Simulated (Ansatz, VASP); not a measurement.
# One calculation of SrCl2, two programs

File POSCAR:

```
SrCl2
1.0
    2.0857437684      1.2042047261      6.1350482706
   -2.0857437684      1.2042047261      6.1350482706
    0.0000000000     -2.4084094522      6.1350482706
Sr Cl
1 2
Direct
    0.0002014275      0.0002014275      0.0002014275
    0.4227725672      0.4227725672      0.4227725672
    0.2436926722      0.2436926722      0.2436926722
```

The input INCAR.step1:

```
SYSTEM = SrCl2
PREC     = Accurate       ! precision mode
ENCUT    = 520            ! plane-wave cutoff, eV
ISMEAR   = 0              ! smearing method
SIGMA    = 0.01           ! smearing width, eV
LREAL    = .FALSE.        ! projectors in reciprocal space
LASPH    = .TRUE.         ! aspherical terms in the spheres
NELM     = 60             ! most SCF steps
NBANDS   = 19             ! bands
GGA      = PE             ! functional
ALGO     = Normal         ! electronic algorithm
EDIFF    = 1E-4           ! SCF threshold, eV
LWAVE    = .TRUE.         ! write WAVECAR
LCHARG   = .FALSE.        ! write CHGCAR
```

File INCAR.step2:

```
SYSTEM = SrCl2
PREC     = Accurate       ! precision mode
ENCUT    = 520            ! plane-wave cutoff, eV
EDIFF    = 1E-6           ! SCF threshold, eV
ISMEAR   = 0              ! smearing method
SIGMA    = 0.01           ! smearing width, eV
LREAL    = .FALSE.        ! projectors in reciprocal space
LASPH    = .TRUE.         ! aspherical terms in the spheres
NELM     = 60             ! most SCF steps
ALGO     = Normal         ! electronic algorithm
ISIF     = 2              ! what is computed and relaxed
LWAVE    = .FALSE.        ! write WAVECAR
LCHARG   = .FALSE.        ! write CHGCAR
METAGGA  = R2SCAN         ! meta-GGA
LMIXTAU  = .TRUE.       
NBANDS   = 19             ! bands
ISTART   = 1
```

The input KPOINTS:

```
regular mesh
0
G
  8 8 8
  0 0 0
```

Input for Ansatz:

```yaml
crystal:
  lattice:
    - [2.0857437684, 1.2042047261, 6.1350482706]
    - [-2.0857437684, 1.2042047261, 6.1350482706]
    - [0.0, -2.4084094522, 6.1350482706]
  atoms:
    - { symbol: Sr, position: [0.0002014275, 0.0002014275, 0.0002014275] }
    - { symbol: Cl, position: [0.4227725672, 0.4227725672, 0.4227725672] }
    - { symbol: Cl, position: [0.2436926722, 0.2436926722, 0.2436926722] }
kpoints:
  mp_grid: { grid: [8, 8, 8] }
  band_path:
    path:
      - [0.0, 0.0, 0.0]
      - [-0.5, -0.5, -0.5]
      - [-0.5, -0.1923513034, -0.8076486966]
      - [-0.1923513034, 0.1923513034, -0.5]
      - [0.0, 0.0, -0.5]
      - [0.0, 0.3461756517, -0.3461756517]
      - [-0.3461756517, 0.0, -0.6538243483]
      - [-0.5, 0.0, -0.5]
    npoints: 1
hamiltonian:
  xc: r2scan
scf:
  occupations: { method: fixed }
  n_extra_bands: 4
output:
  forces: true
  stress: true
  eigenvalues: true
```

Alike in both runs: task single point; functional r2SCAN; k mesh 8 × 8 × 8; no spin polarisation.

|  | VASP | Ansatz |
| --- | --- | --- |
| version | VASP 6.6.1 | Ansatz 0.2.0 |
| potentials or method | VASP PAW PBE potentials, release 64 (Sr_sv, Cl) | plane waves, PAW |
| plane-wave cutoff (eV) | 520 | 500 |
| occupations | gaussian, width 0.01 eV | fixed |
| valence electrons in the cell | 24 | 24 |

```tsv
	VASP	Ansatz	Ansatz less VASP
gap on the k mesh at the Fermi level (eV)	4.88	4.87	-0.015
pressure (GPa)	0.7	0.6	-0.05
rms of the force components (eV/Å)	0.004	0.006	+0.0020
```

VASP's potentials were made for PBE, not for r2SCAN. Atom by atom the forces differ by 0.009 eV/Å (rms over components).
